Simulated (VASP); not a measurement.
# KTaO3 (Pm-3m) in VASP: single point with PBE

Aim: the single point of KTaO3 with PBE.

Program: VASP 6.6.1. These are calculated values, not measurements. Logs are shortened: lines on timing, memory, paths and dates and some standing lists are left out, and cuts for length are marked.

## Step 1: The cell of the first run

Symmetry: Pm-3m, No. 221, cubic system. The conventional cell has a = 3.990 Å, b = 3.990 Å, c = 3.990 Å, α = 90.00°, β = 90.00°, γ = 90.00°. Within 3.7 Å of K (site symmetry m-3m) lie 12 O at 2.82 Å and 8 Ta at 3.46 Å. Within 2.6 Å of Ta (site symmetry m-3m) lie 6 O at 2.00 Å. Within 2.6 Å of O (site symmetry 4/mmm) lie 2 Ta at 2.00 Å.

## Step 2: Single point, PBE

INCAR

```
SYSTEM = KTaO3
  ALGO = Normal
  EDIFF = 1E-6
  ENCUT = 700
  GGA = PE
  GGA_COMPAT = .False.
  ISIF = 2
  ISMEAR = 0
  LASPH = .True.
  LCHARG = .True.
  LELF = .True.
  LREAL = .False.
  LVHAR = .True.
  LWAVE = .False.
  NBANDS = 28
  NELM = 120
  PREC = Accurate
  SIGMA = 0.01
```

KPOINTS

```
k-points
0
Gamma
  6 6 6
  0 0 0
```

POSCAR

```
KTaO3
1.0
    3.9901309646      0.0000000000      0.0000000000
    0.0000000000      3.9901309646      0.0000000000
    0.0000000000      0.0000000000      3.9901309646
K Ta O
1 1 3
Direct
    0.5000000000      0.5000000000      0.5000000000
    0.0000000000      0.0000000000      0.0000000000
    0.5000000000      0.0000000000      0.0000000000
    0.0000000000      0.5000000000      0.0000000000
    0.0000000000      0.0000000000      0.5000000000
```

Potentials or basis: VASP PAW PBE potentials, release 64 (K_sv, Ta_sv_GW, O).

Launch:

```console
$ cat potpaw_PBE.64/K_sv/POTCAR potpaw_PBE.64/Ta_sv_GW/POTCAR potpaw_PBE.64/O/POTCAR > POTCAR
$ mpirun -np 1 vasp_std > vasp.out
```

OUTCAR:

```text
SYSTEM = KTaO3
   EDIFF = 1E-6
   ENCUT = 700
   GGA = PE
   ISIF = 2
   ISMEAR = 0
   LASPH = .True.
   LREAL = .False.
   NELM = 120
   PREC = Accurate

 ion  position               nearest neighbor table
   1  0.500  0.500  0.500-   3 2.82   4 2.82   5 2.82   3 2.82   4 2.82   3 2.82   5 2.82   3 2.82
                             4 2.82   5 2.82   4 2.82   5 2.82   2 3.46   2 3.46   2 3.46   2 3.46
   2  0.000  0.000  0.000-   3 2.00   4 2.00   5 2.00   5 2.00   4 2.00   3 2.00   1 3.46   1 3.46
                             1 3.46   1 3.46   1 3.46   1 3.46   1 3.46   1 3.46
   3  0.500  0.000  0.000-   2 2.00   2 2.00   1 2.82   1 2.82   1 2.82   1 2.82
   4  0.000  0.500  0.000-   2 2.00   2 2.00   1 2.82   1 2.82   1 2.82   1 2.82
   5  0.000  0.000  0.500-   2 2.00   2 2.00   1 2.82   1 2.82   1 2.82   1 2.82

  LATTYP: Found a simple cubic cell.
 ALAT       =     3.9901309646

  Lattice vectors:

 A1 = (   3.9901309646,   0.0000000000,   0.0000000000)
 A2 = (   0.0000000000,   3.9901309646,   0.0000000000)
 A3 = (   0.0000000000,   0.0000000000,   3.9901309646)

Analysis of symmetry for initial positions (statically):
=====================================================================
 Subroutine PRICEL returns:
 Original cell was already a primitive cell.

 Routine SETGRP: Setting up the symmetry group for a
 simple cubic supercell.

 Subroutine GETGRP returns: Found 48 space group operations
 (whereof 48 operations were pure point group operations)
 out of a pool of 48 trial point group operations.

The static configuration has the point symmetry O_h .

Analysis of symmetry for dynamics (positions and initial velocities):
=====================================================================
 Subroutine PRICEL returns:
 Original cell was already a primitive cell.

 Routine SETGRP: Setting up the symmetry group for a
 simple cubic supercell.

 Subroutine GETGRP returns: Found 48 space group operations
 (whereof 48 operations were pure point group operations)
 out of a pool of 48 trial point group operations.

The dynamic configuration has the point symmetry O_h .

 Subroutine INISYM returns: Found 48 space group operations
 (whereof 48 operations are pure point group operations),
 and found     1 'primitive' translations

----------------------------------------------------------------------------------------

                                     Primitive cell

  volume of cell :      63.5275

  direct lattice vectors                    reciprocal lattice vectors
     3.990130965  0.000000000  0.000000000     0.250618340  0.000000000  0.000000000
     0.000000000  3.990130965  0.000000000     0.000000000  0.250618340  0.000000000
     0.000000000  0.000000000  3.990130965     0.000000000  0.000000000  0.250618340

  length of vectors
     3.990130965  3.990130965  3.990130965     0.250618340  0.250618340  0.250618340

  position of ions in fractional coordinates (direct lattice)
     0.500000000  0.500000000  0.500000000
     0.000000000  0.000000000  0.000000000
     0.500000000  0.000000000  0.000000000
     0.000000000  0.500000000  0.000000000
     0.000000000  0.000000000  0.500000000

  ion indices of the primitive-cell ions
   primitive index   ion index
                 1           1
                 2           2
                 3           3
                 4           4
                 5           5

----------------------------------------------------------------------------------------

 KPOINTS: k-points

Automatic generation of k-mesh.
 Grid dimensions read from file:
 generate k-points for:    6    6    6

 Generating k-lattice:

  Cartesian coordinates                     Fractional coordinates (reciprocal lattice)
     0.041769723  0.000000000  0.000000000     0.166666667  0.000000000  0.000000000
     0.000000000  0.041769723  0.000000000     0.000000000  0.166666667  0.000000000
     0.000000000  0.000000000  0.041769723     0.000000000  0.000000000  0.166666667

  Length of vectors
     0.041769723  0.041769723  0.041769723

  Shift w.r.t. Gamma in fractional coordinates (k-lattice)
     0.000000000  0.000000000  0.000000000

 Subroutine IBZKPT returns following result:
 ===========================================

 Found     20 irreducible k-points:

 Following reciprocal coordinates:
            Coordinates               Weight
  0.000000  0.000000  0.000000      1.000000
  0.166667  0.000000  0.000000      6.000000
  0.333333  0.000000  0.000000      6.000000
  0.500000  0.000000  0.000000      3.000000
  0.166667  0.166667  0.000000     12.000000
  0.333333  0.166667  0.000000     24.000000
[... 12 lines left out ...]
  0.500000  0.500000  0.333333      6.000000
  0.500000  0.500000  0.500000      1.000000
   k-points           NKPTS =     20   k-points in BZ     NKDIM =     20   number of bands    NBANDS=     28
   number of dos      NEDOS =    301   number of ions     NIONS =      5
   total plane-waves  NPLWV =  46656
   dimension x,y,z NGX =    36 NGY =   36 NGZ =   36
   dimension x,y,z NGXF=    72 NGYF=   72 NGZF=   72
   ions per type =               1   1   3
   NGX,Y,Z   is equivalent  to a cutoff of  15.00, 15.00, 15.00 a.u.
   NGXF,Y,Z  is equivalent  to a cutoff of  30.00, 30.00, 30.00 a.u.
 SYSTEM =  KTaO3
   PREC   = accura    normal or accurate (medium, high low for compatibility)
   ISTART =      0    job   : 0-new  1-cont  2-samecut
   ICHARG =      2    charge: 1-file 2-atom 10-const
   ISPIN  =      1    spin polarized calculation?
   LNONCOLLINEAR =      F non collinear calculations
   LSORBIT =      F    spin-orbit coupling
   LASPH  =      T    aspherical Exc in radial PAW
   ENCUT  =  700.0 eV  51.45 Ry    7.17 a.u.   8.61  8.61  8.61*2*pi/ulx,y,z
   NELM   =    120;   NELMIN=  2; NELMDL= -5     # of ELM steps
   EDIFF  = 0.1E-05   stopping-criterion for ELM
   LREAL  =      F    real-space projection
   EDIFFG = 0.1E-04   stopping-criterion for IOM
   NSW    =      0    number of steps for IOM
   IBRION =     -1    ionic relax: 0-MD 1-quasi-New 2-CG
   NFREE  =      0    steps in history (QN), initial steepest desc. (CG)
   ISIF   =      2    stress and relaxation
   ISYM   =      2    0-nonsym 1-usesym 2-fastsym
   POTIM  = 0.5000    time-step for ionic-motion
   TEBEG  =    0.0;   TEEND  =   0.0 temperature during run
   PSTRESS=    0.0 pullay stress
   NELECT =      40.0000    total number of electrons
   NUPDOWN=      -1.0000    fix difference up-down
   EMIN   =  10.00;   EMAX   =-10.00  energy-range for DOS
   EFERMI =   0.00;   METHOD = LEGACY
   ISMEAR =     0;   SIGMA  =   0.01  broadening in eV -4-tet -1-fermi 0-gaus
   EFERMI_NEDOS =   21; number of points for ismear=-14 and -15
   IALGO  =     38    algorithm
   IMIX   =      4    mixing-type and parameters
     AMIX     =   0.40;   BMIX     =  1.00
     AMIX_MAG =   1.60;   BMIX_MAG =  1.00
  volume/ion in A,a.u.               =      12.71        85.74
  Fermi-wavevector in a.u.,A,eV,Ry     =   1.403162  2.651591 26.787999  1.968862
  Thomas-Fermi vector in A             =   2.525851
   LORBIT       =      0    0 simple, 1 ext, 2 COOP (PROOUT), +10 PAW based schemes
   GGA     = PE    functional components
   LHFCALC =     F    Hartree Fock is set to
   AEXX    =    0.0000 exact exchange contribution
   IVDW    =     0    specifies the selected vdW correction
   LEPSILON=     F    determine dielectric tensor
   LRPA    =     F    only Hartree local field effects (RPA)
 non-spin polarized calculation
 Gauss-broadening in eV      SIGMA  =   0.01
  energy-cutoff  :      700.00
  volume of cell :       63.53
 maximum number of plane-waves:      2721
 NGX is ok and might be reduce to    36
   NGX = 17   NGY = 17   NGZ = 17

 number of electron      40.0000005 magnetization

 Free energy of the ion-electron system (eV)
  ---------------------------------------------------
  ext. energy  EPLUGINS =         0.00000000
  ---------------------------------------------------
  free energy    TOTEN  =       -43.61860898 eV

  energy without entropy =      -43.61860898  energy(sigma->0) =      -43.61860898

 E-fermi :   3.3627     XC(G=0): -10.9794

 val. band max:        3.1998328128   @ k =   0.5000   0.5000   0.5000
 cond. band min:       5.4073049121   @ k =   0.0000   0.0000   0.0000
 fundamental gap:      2.2074720993
 Fermi energy:         3.3627254509

 k-point     1 :       0.0000    0.0000    0.0000
  band No.  band energies     occupation
      1     -64.4102      2.00000
      2     -30.8474      2.00000
      3     -30.8474      2.00000
      4     -30.8474      2.00000
      5     -24.1138      2.00000
      6     -14.3319      2.00000
[... 20 lines left out ...]
     27      11.2718      0.00000
     28      11.2718      0.00000

 k-point     2 :       0.1667    0.0000    0.0000
  band No.  band energies     occupation
      1     -64.4100      2.00000
      2     -30.8704      2.00000
      3     -30.8465      2.00000
      4     -30.8465      2.00000
      5     -24.1069      2.00000
      6     -14.2631      2.00000
[... 20 lines left out ...]
     27      11.6109      0.00000
     28      11.6997      0.00000

 k-point     3 :       0.3333    0.0000    0.0000
  band No.  band energies     occupation
      1     -64.4097      2.00000
      2     -30.9159      2.00000
      3     -30.8448      2.00000
      4     -30.8448      2.00000
      5     -24.0931      2.00000
      6     -14.2238      2.00000
[... 20 lines left out ...]
     27      12.3323      0.00000
     28      13.2401      0.00000

 k-point     4 :       0.5000    0.0000    0.0000
  band No.  band energies     occupation
      1     -64.4095      2.00000
      2     -30.9384      2.00000
      3     -30.8439      2.00000
      4     -30.8439      2.00000
      5     -24.0863      2.00000
      6     -14.2290      2.00000
[... 454 lines left out ...]
     27      14.4747      0.00000
     28      14.7573      0.00000

 k-point    19 :       0.5000    0.5000    0.3333
  band No.  band energies     occupation
      1     -64.4085      2.00000
      2     -30.9308      2.00000
      3     -30.9308      2.00000
      4     -30.9077      2.00000
      5     -24.0606      2.00000
      6     -13.0240      2.00000
[... 20 lines left out ...]
     27      14.3270      0.00000
     28      14.8433      0.00000

 k-point    20 :       0.5000    0.5000    0.5000
  band No.  band energies     occupation
      1     -64.4083      2.00000
      2     -30.9298      2.00000
      3     -30.9298      2.00000
      4     -30.9298      2.00000
      5     -24.0567      2.00000
      6     -12.6944      2.00000
[... 20 lines left out ...]
     27      14.0289      0.00000
     28      15.3931      0.00000

------------------------ aborting loop because EDIFF is reached ----------------------------------------

  FORCE on cell =-STRESS in cart. coord.  units (eV):
  Direction    XX          YY          ZZ          XY          YZ          ZX
  --------------------------------------------------------------------------------------
  -------------------------------------------------------------------------------------
  Total        2.0642676      2.0642676      2.0642676     -0.0000000     -0.0000000      0.0000000
  in kB       52.0613130     52.0613130     52.0613130     -0.0000000     -0.0000000      0.0000000
  external PRESSURE =      52.0613130 kB  Pullay stress =       0.0000000 kB

 VOLUME and BASIS-vectors are now :
 -----------------------------------------------------------------------------
  energy-cutoff  :      700.00
  volume of cell :       63.53
      direct lattice vectors                 reciprocal lattice vectors
     3.990130965  0.000000000  0.000000000     0.250618340  0.000000000  0.000000000
     0.000000000  3.990130965  0.000000000     0.000000000  0.250618340  0.000000000
     0.000000000  0.000000000  3.990130965     0.000000000  0.000000000  0.250618340

 POSITION                                       TOTAL-FORCE (eV/Angst)
 -----------------------------------------------------------------------------------
      1.99507      1.99507      1.99507         0.000000      0.000000      0.000000
      0.00000      0.00000      0.00000         0.000000      0.000000      0.000000
      1.99507      0.00000      0.00000         0.000000      0.000000      0.000000
      0.00000      1.99507      0.00000         0.000000      0.000000      0.000000
      0.00000      0.00000      1.99507         0.000000      0.000000      0.000000
 -----------------------------------------------------------------------------------
    total drift:                                0.000000      0.000000     -0.000000

  FREE ENERGIE OF THE ION-ELECTRON SYSTEM (eV)
  ---------------------------------------------------
  free  energy   TOTEN  =       -43.6186089796 eV

  energy  without entropy=      -43.6186089796  energy(sigma->0) =      -43.61860898
```

It took 44 s on 1 thread of AMD EPYC 9R45 (Zen 5), shared host; peak memory 0.21 GiB.

What came out:

```yaml
Free_energy: -43.6186 eV
Pressure: 5.2 GPa
Band_gap_on_the_k_mesh: 2.21 eV (least direct gap 2.83 eV)
```

Caveat: the cell stands under pressure; spin-orbit coupling is left out, which moves the levels of the heavy elements. PBE gaps usually lie below the measured ones, often by a third to a half.
